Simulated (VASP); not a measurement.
# Re (Im-3m) in VASP: notebook

Runs on Re. Level: PBE. Tasks: single point.

Program: VASP 6.6.1. These are calculated values, not measurements. Logs are shortened: lines on timing, memory, paths and dates and some standing lists are left out, and cuts for length are marked.

**1. The cell of the first run**

Symmetry: Im-3m, No. 229, cubic system. The conventional cell has a = 3.114 Å, b = 3.114 Å, c = 3.114 Å, α = 90.00°, β = 90.00°, γ = 90.00°. Within 3.6 Å of Re (site symmetry m-3m) lie 14 Re at 2.70 to 3.11 Å.

**2. Single point, PBE**

The input, INCAR:

```
SYSTEM = Re
ALGO = Normal
EDIFF = 1E-6
ENCUT = 520
GGA = PE
ISIF = 2
ISMEAR = -1
LASPH = .TRUE.
LCHARG = .FALSE.
LREAL = .FALSE.
LWAVE = .FALSE.
NBANDS = 10
NELM = 60
PREC = Accurate
SIGMA = 0.05
```

The input, KPOINTS:

```
k-points
0
G
  19 19 19
  0 0 0
```

The input, POSCAR:

```
Re
1.0
   -1.5569278610      1.5569278610      1.5569278610
    1.5569278610     -1.5569278610      1.5569278610
    1.5569278610      1.5569278610     -1.5569278610
Re
1
Direct
    0.0000000000      0.0000000000      0.0000000000
```

Potentials or basis: VASP PAW PBE potentials, release 64 (Re).

Started as:

```bash
$ cat potpaw_PBE.64/Re/POTCAR > POTCAR
$ mpirun -np 1 vasp_std > vasp.out
```

OUTCAR:

```text
SYSTEM = Re
   EDIFF = 1E-6
   ENCUT = 520
   GGA = PE
   ISIF = 2
   ISMEAR = -1
   LASPH = .TRUE.
   LREAL = .FALSE.
   NELM = 60
   PREC = Accurate

 ion  position               nearest neighbor table
   1  0.000  0.000  0.000-

  LATTYP: Found a body centered cubic cell.
 ALAT       =     3.1138557220

  Lattice vectors:

 A1 = (  -1.5569278610,   1.5569278610,   1.5569278610)
 A2 = (   1.5569278610,  -1.5569278610,   1.5569278610)
 A3 = (   1.5569278610,   1.5569278610,  -1.5569278610)

Analysis of symmetry for initial positions (statically):
=====================================================================
 Subroutine PRICEL returns:
 Original cell was already a primitive cell.

 Routine SETGRP: Setting up the symmetry group for a
 body centered cubic supercell.

 Subroutine GETGRP returns: Found 48 space group operations
 (whereof 48 operations were pure point group operations)
 out of a pool of 48 trial point group operations.

The static configuration has the point symmetry O_h .

Analysis of symmetry for dynamics (positions and initial velocities):
=====================================================================
 Subroutine PRICEL returns:
 Original cell was already a primitive cell.

 Routine SETGRP: Setting up the symmetry group for a
 body centered cubic supercell.

 Subroutine GETGRP returns: Found 48 space group operations
 (whereof 48 operations were pure point group operations)
 out of a pool of 48 trial point group operations.

The dynamic configuration has the point symmetry O_h .

 Subroutine INISYM returns: Found 48 space group operations
 (whereof 48 operations are pure point group operations),
 and found     1 'primitive' translations

----------------------------------------------------------------------------------------

                                     Primitive cell

  volume of cell :      15.0961

  direct lattice vectors                    reciprocal lattice vectors
    -1.556927861  1.556927861  1.556927861     0.000000000  0.321145258  0.321145258
     1.556927861 -1.556927861  1.556927861     0.321145258  0.000000000  0.321145258
     1.556927861  1.556927861 -1.556927861     0.321145258  0.321145258  0.000000000

  length of vectors
     2.696678159  2.696678159  2.696678159     0.454167980  0.454167980  0.454167980

  position of ions in fractional coordinates (direct lattice)
     0.000000000  0.000000000  0.000000000

  ion indices of the primitive-cell ions
   primitive index   ion index
                 1           1

----------------------------------------------------------------------------------------

 KPOINTS: k-points

Automatic generation of k-mesh.
 Grid dimensions read from file:
 generate k-points for:   19   19   19

 Generating k-lattice:

  Cartesian coordinates                     Fractional coordinates (reciprocal lattice)
     0.000000000  0.016902382  0.016902382     0.052631579  0.000000000  0.000000000
     0.016902382  0.000000000  0.016902382     0.000000000  0.052631579  0.000000000
     0.016902382  0.016902382  0.000000000     0.000000000  0.000000000  0.052631579

  Length of vectors
     0.023903578  0.023903578  0.023903578

  Shift w.r.t. Gamma in fractional coordinates (k-lattice)
     0.000000000  0.000000000  0.000000000

 Subroutine IBZKPT returns following result:
 ===========================================

 Found    220 irreducible k-points:

 Following reciprocal coordinates:
            Coordinates               Weight
  0.000000  0.000000  0.000000      1.000000
  0.052632  0.000000  0.000000     12.000000
  0.105263  0.000000  0.000000     12.000000
  0.157895  0.000000  0.000000     12.000000
  0.210526  0.000000  0.000000     12.000000
  0.263158  0.000000  0.000000     12.000000
[... 16 lines left out ...]
  0.263158  0.105263  0.000000     48.000000
  0.315789  0.105263  0.000000     48.000000
 [... further k-points ...]
   k-points           NKPTS =    220   k-points in BZ     NKDIM =    220   number of bands    NBANDS=     10
   number of dos      NEDOS =    301   number of ions     NIONS =      1
   total plane-waves  NPLWV =   8000
   dimension x,y,z NGX =    20 NGY =   20 NGZ =   20
   dimension x,y,z NGXF=    40 NGYF=   40 NGZF=   40
   ions per type =               1
   NGX,Y,Z   is equivalent  to a cutoff of  12.33, 12.33, 12.33 a.u.
   NGXF,Y,Z  is equivalent  to a cutoff of  24.66, 24.66, 24.66 a.u.
 SYSTEM =  Re
   PREC   = accura    normal or accurate (medium, high low for compatibility)
   ISTART =      0    job   : 0-new  1-cont  2-samecut
   ICHARG =      2    charge: 1-file 2-atom 10-const
   ISPIN  =      1    spin polarized calculation?
   LNONCOLLINEAR =      F non collinear calculations
   LSORBIT =      F    spin-orbit coupling
   LASPH  =      T    aspherical Exc in radial PAW
   ENCUT  =  520.0 eV  38.22 Ry    6.18 a.u.   5.01  5.01  5.01*2*pi/ulx,y,z
   NELM   =     60;   NELMIN=  2; NELMDL= -5     # of ELM steps
   EDIFF  = 0.1E-05   stopping-criterion for ELM
   LREAL  =      F    real-space projection
   EDIFFG = 0.1E-04   stopping-criterion for IOM
   NSW    =      0    number of steps for IOM
   IBRION =     -1    ionic relax: 0-MD 1-quasi-New 2-CG
   NFREE  =      0    steps in history (QN), initial steepest desc. (CG)
   ISIF   =      2    stress and relaxation
   ISYM   =      2    0-nonsym 1-usesym 2-fastsym
   POTIM  = 0.5000    time-step for ionic-motion
   TEBEG  =    0.0;   TEEND  =   0.0 temperature during run
   PSTRESS=    0.0 pullay stress
   NELECT =       7.0000    total number of electrons
   NUPDOWN=      -1.0000    fix difference up-down
   EMIN   =  10.00;   EMAX   =-10.00  energy-range for DOS
   EFERMI =   0.00;   METHOD = LEGACY
   ISMEAR =    -1;   SIGMA  =   0.05  broadening in eV -4-tet -1-fermi 0-gaus
   EFERMI_NEDOS =   21; number of points for ismear=-14 and -15
   IALGO  =     38    algorithm
   IMIX   =      4    mixing-type and parameters
     AMIX     =   0.40;   BMIX     =  1.00
     AMIX_MAG =   1.60;   BMIX_MAG =  1.00
  volume/ion in A,a.u.               =      15.10       101.87
  Fermi-wavevector in a.u.,A,eV,Ry     =   1.267124  2.394517 21.845549  1.605603
  Thomas-Fermi vector in A             =   2.400288
   LORBIT       =      0    0 simple, 1 ext, 2 COOP (PROOUT), +10 PAW based schemes
   GGA     = PE    functional components
[... 5 lines left out ...]
 non-spin polarized calculation
  energy-cutoff  :      520.00
  volume of cell :       15.10
 maximum number of plane-waves:       420
   NGX =  9   NGY =  9   NGZ =  9

 number of electron       7.0000000 magnetization

 Free energy of the ion-electron system (eV)
  ---------------------------------------------------
  ext. energy  EPLUGINS =         0.00000000
  ---------------------------------------------------
  free energy    TOTEN  =       -12.11303082 eV

  energy without entropy =      -12.10297835  energy(sigma->0) =      -12.10800459

 E-fermi :   8.4556     XC(G=0): -13.5909

 val. band max:        8.4555064852   @ k =  -0.3684   0.4737   0.2105
 cond. band min:       8.4703650468   @ k =  -0.3158   0.3684   0.0526
 fundamental gap:      0.0148585616
 Fermi energy:         8.4556360874

 k-point     1 :       0.0000    0.0000    0.0000
  band No.  band energies     occupation
      1      -2.1071      2.00000
      2       5.8451      2.00000
      3       5.8451      2.00000
      4       5.8451      2.00000
      5       9.2216      0.00000
      6       9.2216      0.00000
      7      23.9923      0.00000
      8      23.9923      0.00000
      9      23.9923      0.00000
     10      35.7792      0.00000

 k-point     2 :       0.0526    0.0000    0.0000
  band No.  band energies     occupation
      1      -1.9743      2.00000
      2       5.7707      2.00000
      3       5.8339      2.00000
      4       5.9721      2.00000
      5       9.1084      0.00000
      6       9.2250      0.00000
      7      24.0953      0.00000
      8      24.2153      0.00000
      9      24.2724      0.00000
     10      34.4332      0.00000

 k-point     3 :       0.1053    0.0000    0.0000
  band No.  band energies     occupation
      1      -1.5878      2.00000
      2       5.5623      2.00000
      3       5.7827      2.00000
      4       6.3497      2.00000
      5       8.8486      0.00077
      6       9.2395      0.00000
      7      24.3458      0.00000
      8      24.8677      0.00000
      9      24.9809      0.00000
     10      32.5671      0.00000

 k-point     4 :       0.1579    0.0000    0.0000
  band No.  band energies     occupation
      1      -0.9880      2.00000
      2       5.2573      2.00000
      3       5.6584      2.00000
      4       6.9651      2.00000
      5       8.6192      0.07307
      6       9.2750      0.00000
      7      24.5319      0.00000
      8      25.6767      0.00000
      9      25.9052      0.00000
     10      31.1975      0.00000
[... 222 lines left out ...]
 k-point    22 :       0.2105    0.1053    0.0000
  band No.  band energies     occupation
      1       0.8046      2.00000
      2       4.5755      2.00000
      3       5.0562      2.00000
      4       8.3736      1.67550
      5       9.3774      0.00000
      6       9.7114      0.00000
      7      23.4325      0.00000
      8      24.6333      0.00000
      9      27.9305      0.00000
     10      29.2197      0.00000

 k-point    23 :       0.2632    0.1053    0.0000
  band No.  band energies     occupation
      1       1.3347      2.00000
      2       4.2651      2.00000
      3       5.2808      2.00000
      4       8.5965      0.11274
      5       9.8127      0.00000
      6      10.5784      0.00000
      7      21.9480      0.00000
      8      23.3730      0.00000
      9      27.8401      0.00000
     10      29.4359      0.00000

 k-point    24 :       0.3158    0.1053    0.0000
  band No.  band energies     occupation
      1       1.5511      2.00000
      2       4.0215      2.00000
      3       5.8961      2.00000
      4       8.8672      0.00053
      5       9.9360      0.00000
      6      11.7802      0.00000
      7      20.3424      0.00000
      8      22.2252      0.00000
      9      26.5661      0.00000
     10      30.9594      0.00000

 [... further k-points ...]

------------------------ aborting loop because EDIFF is reached ----------------------------------------

  FORCE on cell =-STRESS in cart. coord.  units (eV):
  Direction    XX          YY          ZZ          XY          YZ          ZX
  --------------------------------------------------------------------------------------
  -------------------------------------------------------------------------------------
  Total       -0.0486990     -0.0486990     -0.0486990      0.0000000     -0.0000000     -0.0000000
  in kB       -5.1685029     -5.1685029     -5.1685029      0.0000000     -0.0000000     -0.0000000
  external PRESSURE =      -5.1685029 kB  Pullay stress =       0.0000000 kB

 VOLUME and BASIS-vectors are now :
 -----------------------------------------------------------------------------
  energy-cutoff  :      520.00
  volume of cell :       15.10
      direct lattice vectors                 reciprocal lattice vectors
    -1.556927861  1.556927861  1.556927861     0.000000000  0.321145258  0.321145258
     1.556927861 -1.556927861  1.556927861     0.321145258  0.000000000  0.321145258
     1.556927861  1.556927861 -1.556927861     0.321145258  0.321145258  0.000000000

 POSITION                                       TOTAL-FORCE (eV/Angst)
 -----------------------------------------------------------------------------------
      0.00000      0.00000      0.00000        -0.000000      0.000000     -0.000000
 -----------------------------------------------------------------------------------
    total drift:                                0.000000      0.000000      0.000000

  FREE ENERGIE OF THE ION-ELECTRON SYSTEM (eV)
  ---------------------------------------------------
  free  energy   TOTEN  =       -12.1130308211 eV

  energy  without entropy=      -12.1029783508  energy(sigma->0) =      -12.10800459
```

It took 20 s on 1 thread of Intel Xeon Platinum 8375C at 2.90GHz (Ice Lake), shared host; peak memory 0.15 GiB.

What came out:

| Property | Result |
| --- | --- |
| Free energy | -12.1130 eV |
| Pressure | -0.5 GPa |

Caveat: spin-orbit coupling is left out, which moves the levels of the heavy elements.

**3. Single point, PBE**

This run uses another cell than the first one, of 16.28 Å³/atom, 1.078 times its volume.

The input, INCAR:

```
ALGO = Normal
EDIFF = 1E-6
ENCUT = 520
GGA = PE
ISIF = 2
ISMEAR = -1
LASPH = T
LCHARG = F
LREAL = F
LWAVE = F
NBANDS = 10
NELM = 80
PREC = Accurate
SIGMA = 0.05
```

The input, KPOINTS:

```
k-points
0
Gamma
  19 19 19
```

The input, POSCAR:

```
Re
1.0
   -1.5965057179      1.5965057179      1.5965057179
    1.5965057179     -1.5965057179      1.5965057179
    1.5965057179      1.5965057179     -1.5965057179
Re
1
Direct
    0.0000000000      0.0000000000      0.0000000000
```

Potentials or basis: VASP PAW PBE potentials, release 64 (Re).

Started as:

```bash
$ cat potpaw_PBE.64/Re/POTCAR > POTCAR
$ mpirun -np 1 vasp_std > vasp.out
```

Run time: 24 s. Hardware: 1 thread of Intel Xeon Platinum 8375C at 2.90GHz (Ice Lake), shared host; peak memory 0.16 GiB.

Results (log left out):

```
Free energy : -12.0204 eV
Pressure    : -23.2 GPa
```

Levels at points of the mesh, in eV from the Fermi level:
```csv
k point,band 1,band 2,band 3,band 4,band 5,band 6,band 7
"(0.00, 0.00, 0.00)",-9.97,-2.37,-2.37,-2.37,0.70,0.70,15.39
```

Caveat: spin-orbit coupling is left out, which moves the levels of the heavy elements.
